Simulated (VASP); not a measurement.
# RbNa3Te2 (P6/mmm) in VASP: notebook

Runs on RbNa3Te2. Level: PBE. Tasks: relaxation of cell and atoms, single point.

Program: VASP 6.6.1. These are calculated values, not measurements. Logs are shortened: lines on timing, memory, paths and dates and some standing lists are left out, and cuts for length are marked.

### 1 The cell of the first run

Symmetry: P6/mmm, No. 191, hexagonal system. The conventional cell has a = 6.376 Å, b = 6.376 Å, c = 4.959 Å, α = 90.00°, β = 90.00°, γ = 120.00°. Rb (site symmetry 6/mmm) has 6 Te at 3.68 Å and 12 Na at 4.04 Å within 4.8 Å. Na (site symmetry mmm) has 4 Te at 3.09 Å and 4 Na at 3.19 Å and 4 Rb at 4.04 Å within 4.1 Å. Te (site symmetry -6m2) has 6 Na at 3.09 Å and 3 Rb at 3.68 Å and 3 Te at 3.68 Å within 4.1 Å.

### 2 Relaxation of cell and atoms, PBE

INCAR reads:

```
SYSTEM = RbNa3Te2
PREC = Accurate ; ENCUT = 600
EDIFF = 1E-6 ; ISMEAR = 0
SIGMA = 0.1 ; LREAL = .FALSE.
LASPH = .TRUE. ; NELM = 60
ALGO = Normal ; ISIF = 3
LWAVE = .FALSE. ; LCHARG = .FALSE.
GGA = PE ; IBRION = 2
NSW = 90 ; EDIFFG = -0.04
```

KPOINTS reads:

```
Automatic mesh
0
G
  3 3 4
  0 0 0
```

POSCAR reads:

```
RbNa3Te2
1.0
    6.3764676600      0.0000000000      0.0000000000
   -3.1882338300      5.5221829800      0.0000000000
    0.0000000000      0.0000000000      4.9594579100
Rb Na Te
1 3 2
Direct
    0.0000000000      0.0000000000      0.0000000000
    0.5000000000      0.0000000000      0.5000000000
    0.5000000000      0.5000000000      0.5000000000
    0.0000000000      0.5000000000      0.5000000000
    0.6666666700      0.3333333300      0.0000000000
    0.3333333300      0.6666666700      0.0000000000
```

Potentials or basis: VASP PAW PBE potentials, release 64 (Rb_sv, Na_pv, Te).

The run is started by

```console
> cat potpaw_PBE.64/Rb_sv/POTCAR potpaw_PBE.64/Na_pv/POTCAR potpaw_PBE.64/Te/POTCAR > POTCAR
> mpirun -np 1 vasp_std > vasp.out
```

OUTCAR:

```text
SYSTEM = RbNa3Te2
   PREC = Accurate
   ENCUT = 600
   EDIFF = 1E-6
   ISMEAR = 0
   LREAL = .FALSE.
   LASPH = .TRUE.
   NELM = 60
   ISIF = 3
   GGA = PE
   IBRION = 2
   NSW = 90
   EDIFFG = -0.04

 ion  position               nearest neighbor table
   1  0.000  0.000  0.000-   5 3.68   6 3.68   5 3.68   6 3.68   5 3.68   6 3.68   2 4.04   2 4.04
                             2 4.04   2 4.04   4 4.04   4 4.04   4 4.04   3 4.04   3 4.04   4 4.04
   2  0.500  0.000  0.500-   5 3.09   6 3.09   5 3.09   6 3.09   1 4.04   1 4.04   1 4.04   1 4.04

   3  0.500  0.500  0.500-   5 3.09   6 3.09   5 3.09   6 3.09   1 4.04   1 4.04   1 4.04   1 4.04

   4  0.000  0.500  0.500-   5 3.09   6 3.09   5 3.09   6 3.09   1 4.04   1 4.04   1 4.04   1 4.04

   5  0.667  0.333  0.000-   4 3.09   4 3.09   2 3.09   2 3.09   3 3.09   3 3.09   1 3.68   6 3.68
                             6 3.68   1 3.68   1 3.68   6 3.68
   6  0.333  0.667  0.000-   4 3.09   4 3.09   2 3.09   2 3.09   3 3.09   3 3.09   1 3.68   5 3.68
                             5 3.68   1 3.68   1 3.68   5 3.68

  LATTYP: Found a hexagonal cell.
 ALAT       =     6.3764676600
 C/A-ratio  =     0.7777751217

  Lattice vectors:

 A1 = (   6.3764676600,   0.0000000000,   0.0000000000)
 A2 = (  -3.1882338300,   5.5221829800,   0.0000000000)
 A3 = (   0.0000000000,   0.0000000000,   4.9594579100)

Analysis of symmetry for initial positions (statically):
=====================================================================
 Subroutine PRICEL returns:
 Original cell was already a primitive cell.

 Routine SETGRP: Setting up the symmetry group for a
 hexagonal supercell.

 Subroutine GETGRP returns: Found 24 space group operations
 (whereof 24 operations were pure point group operations)
 out of a pool of 24 trial point group operations.

The static configuration has the point symmetry D_6h.

Analysis of symmetry for dynamics (positions and initial velocities):
=====================================================================
 Subroutine PRICEL returns:
 Original cell was already a primitive cell.

 Routine SETGRP: Setting up the symmetry group for a
 hexagonal supercell.

 Subroutine GETGRP returns: Found 24 space group operations
 (whereof 24 operations were pure point group operations)
 out of a pool of 24 trial point group operations.

The dynamic configuration has the point symmetry D_6h.

 Subroutine INISYM returns: Found 24 space group operations
[... 78 lines left out ...]
   NGXF,Y,Z  is equivalent  to a cutoff of  28.16, 28.16, 26.82 a.u.
 SYSTEM =  RbNa3Te2
   PREC   = accura    normal or accurate (medium, high low for compatibility)
   ISTART =      0    job   : 0-new  1-cont  2-samecut
   ICHARG =      2    charge: 1-file 2-atom 10-const
   ISPIN  =      1    spin polarized calculation?
   LNONCOLLINEAR =      F non collinear calculations
   LSORBIT =      F    spin-orbit coupling
   LASPH  =      T    aspherical Exc in radial PAW
   ENCUT  =  600.0 eV  44.10 Ry    6.64 a.u.  12.74 12.74  9.91*2*pi/ulx,y,z
   NELM   =     60;   NELMIN=  2; NELMDL= -5     # of ELM steps
   EDIFF  = 0.1E-05   stopping-criterion for ELM
   LREAL  =      F    real-space projection
   EDIFFG = -.4E-01   stopping-criterion for IOM
   NSW    =     90    number of steps for IOM
   IBRION =      2    ionic relax: 0-MD 1-quasi-New 2-CG
   NFREE  =      1    steps in history (QN), initial steepest desc. (CG)
   ISIF   =      3    stress and relaxation
   ISYM   =      2    0-nonsym 1-usesym 2-fastsym
   POTIM  = 0.5000    time-step for ionic-motion
   TEBEG  =    0.0;   TEEND  =   0.0 temperature during run
   PSTRESS=    0.0 pullay stress
   NELECT =      42.0000    total number of electrons
   NUPDOWN=      -1.0000    fix difference up-down
   EMIN   =  10.00;   EMAX   =-10.00  energy-range for DOS
   EFERMI =   0.00;   METHOD = LEGACY
   ISMEAR =     0;   SIGMA  =   0.10  broadening in eV -4-tet -1-fermi 0-gaus
   EFERMI_NEDOS =   21; number of points for ismear=-14 and -15
   IALGO  =     38    algorithm
   IMIX   =      4    mixing-type and parameters
     AMIX     =   0.40;   BMIX     =  1.00
     AMIX_MAG =   1.60;   BMIX_MAG =  1.00
  volume/ion in A,a.u.               =      29.11       196.41
  Fermi-wavevector in a.u.,A,eV,Ry     =   1.018082  1.923897 14.102323  1.036492
  Thomas-Fermi vector in A             =   2.151520
   LORBIT       =      0    0 simple, 1 ext, 2 COOP (PROOUT), +10 PAW based schemes
   GGA     = PE    functional components
   LHFCALC =     F    Hartree Fock is set to
   AEXX    =    0.0000 exact exchange contribution
   IVDW    =     0    specifies the selected vdW correction
   LEPSILON=     F    determine dielectric tensor
   LRPA    =     F    only Hartree local field effects (RPA)
 conjugate gradient relaxation of ions
 non-spin polarized calculation
 Gauss-broadening in eV      SIGMA  =   0.10
  energy-cutoff  :      600.00
  volume of cell :      174.63
 maximum number of plane-waves:      5864
 NGX is ok and might be reduce to    54
   NGX = 25   NGY = 25   NGZ = 19

--------------------------------------- Ionic step        1  -------------------------------------------

 number of electron      42.0000005 magnetization

 Free energy of the ion-electron system (eV)
  ---------------------------------------------------
  ext. energy  EPLUGINS =         0.00000000
  ---------------------------------------------------
  free energy    TOTEN  =       -14.26633484 eV

  energy without entropy =      -14.24886041  energy(sigma->0) =      -14.25759762

------------------------ aborting loop because EDIFF is reached ----------------------------------------

  FORCE on cell =-STRESS in cart. coord.  units (eV):
  Direction    XX          YY          ZZ          XY          YZ          ZX
  --------------------------------------------------------------------------------------
  -------------------------------------------------------------------------------------
  Total        8.1491712      8.1491712      0.2503003      0.0000000     -0.0000000      0.0000000
  in kB       74.7650904     74.7650904      2.2963958      0.0000000     -0.0000000      0.0000000
  external PRESSURE =      50.6088589 kB  Pullay stress =       0.0000000 kB
[... 307 lines left out ...]
--------------------------------------- Ionic step        9  -------------------------------------------

 number of electron      42.0000051 magnetization

 Free energy of the ion-electron system (eV)
  ---------------------------------------------------
  ext. energy  EPLUGINS =         0.00000000
  ---------------------------------------------------
  free energy    TOTEN  =       -15.64993488 eV

  energy without entropy =      -15.64554421  energy(sigma->0) =      -15.64773955

 E-fermi :   1.6232     XC(G=0):  -7.2152

 val. band max:        1.6094294702   @ k =   0.3333   0.3333   0.5000
 cond. band min:       2.4217529166   @ k =   0.3333   0.3333   0.0000
 fundamental gap:      0.8123234464
 Fermi energy:         1.6232156630

 k-point     1 :       0.0000    0.0000    0.0000
  band No.  band energies     occupation
      1     -26.8146      2.00000
      2     -22.3825      2.00000
      3     -22.3825      2.00000
      4     -22.3737      2.00000
      5     -22.3007      2.00000
      6     -22.2771      2.00000
[... 274 lines left out ...]
  FREE ENERGIE OF THE ION-ELECTRON SYSTEM (eV)
  ---------------------------------------------------
  free  energy   TOTEN  =       -15.6499348831 eV

  energy  without entropy=      -15.6455442125  energy(sigma->0) =      -15.64773955

 reached required accuracy - stopping structural energy minimisation
```

CONTCAR:

```text
RbNa3Te2
   1.00000000000000
     7.5241558910495687    0.0000000000000000    0.0000000000000000
    -3.7620779455247844    6.5161101437297262    0.0000000000000000
     0.0000000000000000    0.0000000000000000    4.5866605417391408
  Rb              Na              Te
     1     3     2
Direct
     0.0000000000000000    0.0000000000000000    0.0000000000000000
     0.5000000000000000    0.0000000000000000    0.5000000000000000
     0.5000000000000000    0.5000000000000000    0.5000000000000000
     0.0000000000000000    0.5000000000000000    0.5000000000000000
     0.6666666699999979    0.3333333300000021    0.0000000000000000
     0.3333333300000021    0.6666666699999979    0.0000000000000000

  0.00000000E+00  0.00000000E+00  0.00000000E+00
  0.00000000E+00  0.00000000E+00  0.00000000E+00
  0.00000000E+00  0.00000000E+00  0.00000000E+00
  0.00000000E+00  0.00000000E+00  0.00000000E+00
  0.00000000E+00  0.00000000E+00  0.00000000E+00
  0.00000000E+00  0.00000000E+00  0.00000000E+00
```

Run time: 5.5 min. Hardware: 1 thread of Intel Xeon 6975P-C (Granite Rapids), shared host; peak memory 0.38 GiB.

Results:

```
Free energy                            : -15.6499 eV
Relaxed volume                         : 37.48 Å³/atom
Relaxed cell                           : a = 7.524 Å, b = 7.524 Å, c = 4.587 Å, α = 90.00°, β = 90.00°, γ = 120.00°
Space group after relaxing (to 0.05 Å) : P6/mmm (No. 191)
Energy gained by relaxing              : 230.6 meV/atom
Ionic steps                            : 9
Pressure after relaxing                : -0.1 GPa
Band gap on the k mesh                 : zero (band 21 reaches 1.61 eV, above the bottom of band 22 at 1.52 eV)
```

Step by step:
```csv
step,energy change (eV),largest force (eV/Å),pressure (GPa),volume (Å³)
1,0.0000,0.0000,5.06,174.63
2,-0.8268,0.0000,1.64,198.67
3,-1.0344,0.0000,-2.01,265.19
4,-1.1753,0.0000,-1.31,241.53
5,-1.1836,0.0000,-1.03,234.77
6,-1.3495,0.0000,-0.57,230.14
7,-1.3808,0.0000,-0.25,227.47
8,-1.3819,0.0000,-0.19,226.86
9,-1.3836,0.0000,-0.06,224.88
```

Final structure:
```xyz
6
Lattice="7.5242 0.0000 0.0000 -3.7621 6.5161 0.0000 0.0000 0.0000 4.5867" Properties=species:S:1:pos:R:3 pbc="T T T"
Rb    0.0000    0.0000    0.0000
Na    3.7621    0.0000    2.2933
Na    1.8810    3.2581    2.2933
Na   -1.8810    3.2581    2.2933
Te    3.7621    2.1720    0.0000
Te    0.0000    4.3441    0.0000
```

Levels at points of the mesh, in eV from the Fermi level:
| k point | band 17 | band 18 | band 19 | band 20 | band 21 | band 22 | band 23 | band 24 | band 25 |
| --- | --- | --- | --- | --- | --- | --- | --- | --- | --- |
| (0.00, 0.00, 0.00) | -2.16 | -0.89 | -0.89 | -0.74 | -0.33 | -0.10 | 3.41 | 3.53 | 3.53 |
| (0.00, 0.00, 0.50) | -1.93 | -1.66 | -1.66 | -0.47 | -0.47 | 2.06 | 2.06 | 2.43 | 2.96 |

Caveat: the k points lie up to 0.34 Å⁻¹ apart in the final cell; the volume moved by over 15 % at a fixed basis, so the end points are rough; spin-orbit coupling is left out, which moves the levels of the heavy elements.

### 3 Single point, PBE

This run uses another cell than the first one, of 37.31 Å³/atom, 1.282 times its volume.

INCAR reads:

```
SYSTEM = RbNa3Te2
  ALGO = Fast
  EDIFF = 1E-6
  ENCUT = 520
  GGA = PE
  ISIF = 2
  ISMEAR = 0
  LASPH = .TRUE.
  LCHARG = .TRUE.
  LELF = .TRUE.
  LREAL = .FALSE.
  LVHAR = .TRUE.
  LWAVE = .FALSE.
  NBANDS = 30
  NELM = 80
  PREC = Accurate
  SIGMA = 0.1
```

KPOINTS reads:

```
k-points
0
G
  6 6 8
  0 0 0
```

POSCAR reads:

```
RbNa3Te2
1.0
    7.5241750510      0.0000000000      0.0000000000
   -3.7620875255      6.5161267367      0.0000000000
    0.0000000000      0.0000000000      4.5653341599
Rb Na Te
1 3 2
Direct
    0.0000000000      0.0000000000      0.0000000000
    0.5000000000      0.0000000000      0.5000000000
    0.5000000000      0.5000000000      0.5000000000
    0.0000000000      0.5000000000      0.5000000000
    0.6666666667      0.3333333333      0.0000000000
    0.3333333333      0.6666666667      0.0000000000
```

Potentials or basis: VASP PAW PBE potentials, release 64 (Rb_sv, Na_pv, Te).

The run is started by

```console
> cat potpaw_PBE.64/Rb_sv/POTCAR potpaw_PBE.64/Na_pv/POTCAR potpaw_PBE.64/Te/POTCAR > POTCAR
> mpirun -np 1 vasp_std > vasp.out
```

It took 4.1 min on 1 thread of Intel Xeon 6975P-C (Granite Rapids), shared host; peak memory 0.45 GiB.

Results (log left out):

| Property | Result |
| --- | --- |
| Free energy | -15.6753 eV |
| Pressure | 0.0 GPa |
| Band gap on the k mesh | zero (band 21 reaches 1.65 eV, above the bottom of band 22 at 1.55 eV) |

Levels at points of the mesh, in eV from the Fermi level:
```csv
k point,band 19,band 20,band 21,band 22,band 23,band 24
"(0.00, 0.00, 0.00)",-0.94,-0.75,-0.35,-0.16,3.36,3.49
"(0.50, 0.00, 0.00)",-0.64,-0.58,-0.49,0.87,2.13,2.81
"(0.00, 0.00, 0.50)",-1.70,-0.51,-0.51,2.00,2.00,2.39
"(0.50, 0.00, 0.50)",-1.61,-0.67,-0.26,1.38,1.51,2.58
```

Caveat: spin-orbit coupling is left out, which moves the levels of the heavy elements.

[end of part 1 of 2]
